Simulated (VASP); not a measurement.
Runs of VASP 6.6.1 on TiO2. The structure is that of space group P4_2/mnm (No. 136), or close to it. The cells are those of the table. 

```csv
task,cell,k mesh for the DOS,occupations for the DOS,gap on the mesh (eV),pressure (GPa),largest force (eV/Å)
electric field gradients,"a = 4.594, b = 4.594, c = 2.959 Å, angles 89.4°, 6 atoms",-,-,1.91,6.2,(a)
electric field gradients,"a = 4.594, b = 4.594, c = 2.959 Å, 6 atoms",-,-,1.91,6.1,0.26
electric field gradients,"a = 4.594, b = 4.594, c = 3.048 Å, 6 atoms",-,-,1.78,-2.0,(c)
single point,"a = 4.548, b = 4.548, c = 2.959 Å, 6 atoms",-,-,1.94,10.9,0.35
single point,"a = 4.686, b = 4.686, c = 2.959 Å, 6 atoms",-,-,1.85,-2.2,(b)
single point,"a = 4.456, b = 4.456, c = 2.959 Å, 6 atoms",-,-,2.01,22.0,0.50
single point,"a = 4.594, b = 4.594, c = 2.900 Å, 6 atoms",-,-,2.00,12.5,0.43
```

Alike in all rows: level PBE; potentials or basis VASP PAW PBE potentials, release 64 (Ti_sv, O); no spin polarisation; k mesh 7 × 7 × 10; cutoff (eV) 520; smearing fermi-dirac 0.05 eV.

Question: Estimate the missing entries.

Answer: (a) 0.30; (b) 0.04; (c) 0.11.

A k mesh can miss the band edges.
